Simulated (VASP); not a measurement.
Runs of VASP 6.6.1 on WS2. The structure is that of space group P-6m2 (No. 187), or close to it. The cells are those of the table. 

| task | cell | cutoff (eV) | gap on the mesh (eV) | relaxed volume (Å³/atom) | largest force (eV/Å) |
| --- | --- | --- | --- | --- | --- |
| single point | a = 3.147, b = 3.147, c = 16.430 Å, angles 90.0, 90.0, 120.0°, 3 atoms | 520 | 1.93 | - | 0.03 |
| relaxation of the atoms | atoms relaxed from a = 3.146, b = 3.146, c = 16.699 Å, angles 90.0, 90.0, 120.0°, 3 atoms | 520 | 1.94 | - | 0.01 |
| single point | a = 3.147, b = 3.147, c = 17.957 Å, angles 90.0, 90.0, 120.0°, 3 atoms | 520 | 1.94 | - | 0.02 |
| relaxation of cell and atoms | relaxed from a = 3.184, b = 3.184, c = 16.951 Å, angles 90.0, 90.0, 120.0°, 3 atoms | 600 | 1.94 | (a) | - |
| relaxation of shape and atoms at fixed volume | relaxed from a = 3.114, b = 3.114, c = 16.259 Å, angles 90.0, 90.0, 120.0°, 3 atoms | 600 | 1.95 | 45.53 | - |
| relaxation of the atoms | atoms relaxed from a = 3.146, b = 3.146, c = 17.208 Å, angles 90.0, 90.0, 120.0°, 3 atoms | 520 | 1.94 | - | - |
| single point | a = 3.147, b = 3.147, c = 15.922 Å, angles 90.0, 90.0, 120.0°, 3 atoms | 520 | 1.93 | - | 0.03 |
| single point | a = 3.147, b = 3.147, c = 17.449 Å, angles 90.0, 90.0, 120.0°, 3 atoms | 520 | 1.94 | - | 0.02 |

Alike in all rows: level PBEsol; potentials or basis VASP PAW PBE potentials, release 64 (W_sv, S); no spin polarisation; k mesh 12 × 12 × 2; smearing gaussian 0.02 eV.

Q: Estimate the missing entries.

A: (a) 48.61.

Caveats: the PAW data sets were made with another functional, which shifts forces and pressure a little; spin-orbit coupling is left out, which moves the levels of the heavy elements.

A k mesh can miss the band edges, and the runs leave out spin-orbit coupling on W.
